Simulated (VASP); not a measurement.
# CO2 (P4_2/mnm) in VASP: further runs, part 3 of 3

VASP 6.6.1. The steps go on from the part before.

## Step 5: Single point, r2SCAN

This run uses another cell than the first one, of 14.74 Å³/atom, 1.056 times its volume.

POSCAR

```
CO2
1.0
    4.3635805232      0.0000000000      0.0000000000
    0.0000000000      4.3635805232      0.0000000000
    0.0000000000      0.0000000000      4.6457402188
C O
2 4
Direct
    0.5000000000      0.5000000000      0.5000000000
    0.0000000000      0.0000000000      0.0000000000
    0.3119733953      0.6880266047      0.5000000000
    0.6880266047      0.3119733953      0.5000000000
    0.1880266047      0.1880266047      0.0000000000
    0.8119733953      0.8119733953      0.0000000000
```

INCAR.step1

```
PREC     = Accurate       # precision mode
ENCUT    = 520            # plane-wave cutoff, eV
ISMEAR   = 0              # smearing method
SIGMA    = 0.02           # smearing width, eV
LREAL    = False          # projectors in reciprocal space
LASPH    = True           # aspherical terms in the spheres
NELM     = 100            # most SCF steps
NBANDS   = 25             # bands
GGA      = PE             # functional
ALGO     = Normal         # electronic algorithm
EDIFF    = 1E-4           # SCF threshold, eV
LWAVE    = True           # write WAVECAR
LCHARG   = False          # write CHGCAR
```

INCAR.step2

```
PREC     = Accurate       # precision mode
ENCUT    = 520            # plane-wave cutoff, eV
EDIFF    = 1E-6           # SCF threshold, eV
ISMEAR   = 0              # smearing method
SIGMA    = 0.02           # smearing width, eV
LREAL    = False          # projectors in reciprocal space
LASPH    = True           # aspherical terms in the spheres
NELM     = 100            # most SCF steps
ALGO     = Normal         # electronic algorithm
ISIF     = 2              # what is computed and relaxed
LWAVE    = False          # write WAVECAR
LCHARG   = False          # write CHGCAR
METAGGA  = R2SCAN         # meta-GGA
LMIXTAU  = True         
NBANDS   = 25             # bands
ISTART   = 1
```

KPOINTS

```
regular mesh
0
Gamma
  6 6 6
```

Potentials or basis: VASP PAW PBE potentials, release 64 (C, O).

On the command line:

```console
cat potpaw_PBE.64/C/POTCAR potpaw_PBE.64/O/POTCAR > POTCAR
cp INCAR.step1 INCAR
mpirun -np 1 vasp_std > vasp.out
cp INCAR.step2 INCAR
mpirun -np 1 vasp_std > vasp.out
```

OUTCAR:

```text
PREC = Accurate
   ENCUT = 520
   EDIFF = 1E-6
   ISMEAR = 0
   LREAL = False
   LASPH = True
   NELM = 100
   ISIF = 2
   METAGGA = R2SCAN
   ISTART = 1

 ion  position               nearest neighbor table
   1  0.500  0.500  0.500-   3 1.16   4 1.16
   2  0.000  0.000  0.000-   5 1.16   6 1.16
   3  0.312  0.688  0.500-   1 1.16
   4  0.688  0.312  0.500-   1 1.16
   5  0.188  0.188  0.000-   2 1.16
   6  0.812  0.812  0.000-   2 1.16

  LATTYP: Found a simple tetragonal cell.
 ALAT       =     4.3635805232
 C/A-ratio  =     1.0646624244

  Lattice vectors:

 A1 = (   4.3635805232,   0.0000000000,   0.0000000000)
 A2 = (   0.0000000000,   4.3635805232,   0.0000000000)
 A3 = (   0.0000000000,   0.0000000000,   4.6457402188)

Analysis of symmetry for initial positions (statically):
=====================================================================
 Subroutine PRICEL returns:
 Original cell was already a primitive cell.

 Routine SETGRP: Setting up the symmetry group for a
 simple tetragonal supercell.

[... 177 lines left out ...]

 val. band max:       -4.0013266466   @ k =   0.5000   0.5000   0.5000
 cond. band min:       3.2657769678   @ k =   0.0000   0.0000   0.0000
 fundamental gap:      7.2671036144
 Fermi energy:        -3.8397554892

 k-point     1 :       0.0000    0.0000    0.0000
  band No.  band energies     occupation
      1     -25.9592      2.00000
      2     -25.7066      2.00000
      3     -24.7032      2.00000
      4     -24.7032      2.00000
      5      -9.7364      2.00000
      6      -9.4098      2.00000
[... 661 lines left out ...]
     24       9.8063      0.00000
     25      11.9511      0.00000

 [... further k-points ...]

------------------------ aborting loop because EDIFF is reached ----------------------------------------

  FORCE on cell =-STRESS in cart. coord.  units (eV):
  Direction    XX          YY          ZZ          XY          YZ          ZX
  --------------------------------------------------------------------------------------
  -------------------------------------------------------------------------------------
  Total        1.6329140      1.6329140     -0.1902167      0.0000000      0.0000000      0.0000000
  in kB       29.5755602     29.5755602     -3.4452312      0.0000000      0.0000000      0.0000000
  external PRESSURE =      18.5686297 kB  Pullay stress =       0.0000000 kB

 VOLUME and BASIS-vectors are now :
 -----------------------------------------------------------------------------
  energy-cutoff  :      520.00
  volume of cell :       88.46
      direct lattice vectors                 reciprocal lattice vectors
     4.363580523  0.000000000  0.000000000     0.229169599  0.000000000  0.000000000
     0.000000000  4.363580523  0.000000000     0.000000000  0.229169599  0.000000000
     0.000000000  0.000000000  4.645740219     0.000000000  0.000000000  0.215250951

 POSITION                                       TOTAL-FORCE (eV/Angst)
 -----------------------------------------------------------------------------------
      2.18179      2.18179      2.32287        -0.000000      0.000000      0.000000
      0.00000      0.00000      0.00000        -0.000000      0.000000      0.000000
      1.36132      3.00226      2.32287        -0.557850      0.557850      0.000000
      3.00226      1.36132      2.32287         0.557850     -0.557850      0.000000
      0.82047      0.82047      0.00000         0.557850      0.557850     -0.000000
      3.54311      3.54311      0.00000        -0.557850     -0.557850      0.000000
 -----------------------------------------------------------------------------------
    total drift:                               -0.000000      0.000000     -0.000000

  FREE ENERGIE OF THE ION-ELECTRON SYSTEM (eV)
  ---------------------------------------------------
  free  energy   TOTEN  =       -51.4719505555 eV

  energy  without entropy=      -51.4719505555  energy(sigma->0) =      -51.47195056
```

OUTCAR.step1:

```text
PREC = Accurate
   ENCUT = 520
   ISMEAR = 0
   LREAL = False
   LASPH = True
[... 910 lines left out ...]
      1.36132      3.00226      2.32287        -1.089288      1.089288     -0.000000
      3.00226      1.36132      2.32287         1.089288     -1.089288      0.000000
      0.82047      0.82047      0.00000         1.089288      1.089288     -0.000000
      3.54311      3.54311      0.00000        -1.089288     -1.089288      0.000000
 -----------------------------------------------------------------------------------
    total drift:                               -0.000000      0.000000     -0.000000

  FREE ENERGIE OF THE ION-ELECTRON SYSTEM (eV)
  ---------------------------------------------------
  free  energy   TOTEN  =       -45.9899894119 eV

  energy  without entropy=      -45.9899894119  energy(sigma->0) =      -45.98998941
```

It took 4.8 min on 1 thread of Oxide Virtual Turin-like, shared host; peak memory 0.19 GiB.

Results:

```
Free energy            : -51.4720 eV
Pressure               : 1.9 GPa
Largest force          : 0.789 eV/Å
Band gap on the k mesh : 7.27 eV, indirect (least direct gap 7.64 eV)
```

Forces in eV/Å, atoms in the order of the input:
```
C    0.000  0.000  0.000
C    0.000  0.000  0.000
O   -0.558  0.558  0.000
O    0.558 -0.558  0.000
O    0.558  0.558  0.000
O   -0.558 -0.558  0.000
```

Caveat: the PAW data sets were made with another functional, which shifts forces and pressure a little. r2SCAN opens gaps a little over a GGA but as a rule still falls short of measured ones.

## Step 6: Single point, r2SCAN

This run uses another cell than the first one, of 14.74 Å³/atom, 1.056 times its volume.

POSCAR is that of step 5.

INCAR.step1

```
SYSTEM = CO2
  PREC = Accurate
  ENCUT = 520
  ISMEAR = 0
  SIGMA = 0.02
  LREAL = .False.
  LASPH = .True.
  NELM = 100
  NBANDS = 25
  GGA = PE
  ALGO = Normal
  EDIFF = 1E-4
  LWAVE = .True.
  LCHARG = .False.
```

INCAR.step2

```
SYSTEM = CO2
  PREC = Accurate
  ENCUT = 520
  EDIFF = 1E-6
  ISMEAR = 0
  SIGMA = 0.02
  LREAL = .False.
  LASPH = .True.
  NELM = 100
  ALGO = Normal
  ISIF = 2
  LWAVE = .False.
  LCHARG = .False.
  METAGGA = R2SCAN
  LMIXTAU = .True.
  NBANDS = 25
  ISTART = 1
```

KPOINTS

```
Automatic mesh
0
Gamma
  6 6 6
  0 0 0
```

Potentials or basis: VASP PAW PBE potentials, release 64 (C, O).

On the command line:

```console
cat potpaw_PBE.64/C/POTCAR potpaw_PBE.64/O/POTCAR > POTCAR
cp INCAR.step1 INCAR
mpirun -np 1 vasp_std > vasp.out
cp INCAR.step2 INCAR
mpirun -np 1 vasp_std > vasp.out
```

It took 3.9 min on 1 thread of Oxide Virtual Turin-like, shared host; peak memory 0.19 GiB.

Results (log left out):

```yaml
Free_energy: -51.4720 eV
Pressure: 1.9 GPa
Largest_force: 0.789 eV/Å
Band_gap_on_the_k_mesh: 7.27 eV, indirect (least direct gap 7.64 eV)
```

Forces on the atoms (eV/Å):
```
C    0.000  0.000  0.000
C    0.000  0.000  0.000
O   -0.558  0.558  0.000
O    0.558 -0.558  0.000
O    0.558  0.558  0.000
O   -0.558 -0.558  0.000
```

Stress tensor (GPa, compression positive):
```
 2.96  0.00  0.00
 0.00  2.96  0.00
 0.00  0.00 -0.34
```

Levels at points of the mesh, in eV from the valence-band top:
| k point | band 14 | band 15 | band 16 | band 17 | band 18 | band 19 |
| --- | --- | --- | --- | --- | --- | --- |
| (0.00, 0.00, 0.00) | -0.38 | -0.38 | -0.37 | 7.27 | 8.45 | 8.87 |
| (0.50, 0.00, 0.00) | -0.42 | -0.39 | -0.39 | 8.99 | 8.99 | 9.13 |
| (0.50, 0.50, 0.00) | -0.53 | 0.00 | 0.00 | 9.18 | 9.18 | 9.23 |
| (0.00, 0.00, 0.50) | -0.79 | -0.39 | -0.39 | 8.77 | 8.77 | 9.00 |
| (0.50, 0.00, 0.50) | -0.74 | -0.19 | -0.19 | 8.85 | 8.85 | 9.38 |
| (0.50, 0.50, 0.50) | -0.41 | 0.00 | 0.00 | 8.63 | 8.63 | 9.23 |

Caveat: the PAW data sets were made with another functional, which shifts forces and pressure a little. r2SCAN opens gaps a little over a GGA but as a rule still falls short of measured ones.

## Step 7: Overview

| cell | k mesh | smearing | gap on the mesh (eV) | pressure (GPa) | largest force (eV/Å) |
| --- | --- | --- | --- | --- | --- |
| a = 4.227, b = 4.227, c = 4.688 Å, 6 atoms | 4 × 4 × 4 | gaussian 0.1 eV | 7.16 | 0.2 | 0.04 |
| a = 4.268, b = 4.268, c = 4.564 Å, 6 atoms | 6 × 6 × 6 | gaussian 0.02 eV | 7.29 | 2.5 | 0.80 |
| a = 4.318, b = 4.318, c = 4.602 Å, 6 atoms | 6 × 6 × 6 | gaussian 0.02 eV | 7.28 | 2.2 | 0.79 |
| a = 4.364, b = 4.364, c = 4.646 Å, 6 atoms | 6 × 6 × 6 | gaussian 0.02 eV | 7.27 | 1.9 | 0.79 |

Alike in all rows: task single point; level r2SCAN; potentials or basis VASP PAW PBE potentials, release 64 (C, O); no spin polarisation; cutoff (eV) 520.

Caveats: the PAW data sets were made with another functional, which shifts forces and pressure a little.

Absolute energies hang on the potentials; compare differences alone.
